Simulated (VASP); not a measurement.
Crystal: Rh.

```
CELL_PARAMETERS angstrom
2.22980 0.00000 0.00000
-1.11490 1.93106 0.00000
0.00000 0.00000 4.07698
ATOMIC_POSITIONS crystal
Rh 0.33333 0.66667 0.50000
Rh 0.66667 0.33333 0.50000
```

| Item | Value |
| --- | --- |
| Program | VASP 6.6.1 |
| Task | relaxation of cell and atoms |
| Functional | PBE |
| Potentials or basis | VASP PAW PBE potentials, release 64 (Rh_pv) |
| Cutoff | 500 eV |
| k mesh | 12 × 12 × 4 |
| Occupations | gaussian, width 0.1 eV |
| Spin | no spin polarisation |

At the start: pressure 2619.9 GPa; volume 8.78 Å³/atom.

Where does the relaxation end?

Over 22 steps the energy falls by 77261.7 meV/atom and the volume is 15.70 Å³/atom (+78.8 %); space group P6/mmm (No. 191, to 0.05 Å).

Step by step:
```
step  energy change (eV)  largest force (eV/Å)  pressure (GPa)  volume (Å³)
   1              0.0000                0.0000         2619.91        17.56
   2           2672.8733                0.0000          -31.60      2268.41
   3           1344.6545                0.0000         -192.52       518.97
   4             41.3529                0.0000         -635.95       110.24
   5           -152.8349                0.0000           14.00        45.92
   6           -152.9109                0.0000            4.35        46.63
   7           -152.9246                0.0000           -5.32        47.35
   8           -152.7637                0.0000           27.13        43.10
   9           -152.9449                0.0000            2.27        46.28
  10           -152.9988                0.0000            2.20        45.26
  11           -153.1831                0.0000            1.99        42.18
  12           -153.9338                0.0000            2.68        35.96
  13           -147.4131                0.0000          218.61        23.25
  14           -154.0674                0.0000            3.68        35.07
  15           -154.3366                0.0000           31.61        29.20
  16           -154.4288                0.0000           11.23        32.12
  17           -154.4748                0.0000           15.91        31.17
  18           -154.5042                0.0000           -3.38        31.01
  19           -154.5202                0.0000            3.67        31.08
  20           -154.5228                0.0000            1.90        31.25
  21           -154.5234                0.0000            0.60        31.39
  22           -154.5235                0.0000           -0.12        31.39
```

Final structure:
```
Rh
1.0
     3.70775    0.00000    0.00000
    -1.85387    3.21100    0.00000
     0.00000    0.00000    2.63687
Rh
2
Direct
  0.33333 0.66667 0.50000
  0.66667 0.33333 0.50000
```

Caveat: the k points lie up to 0.60 Å⁻¹ apart in the final cell; the volume moved by over 15 % at a fixed basis, so the end points are rough.
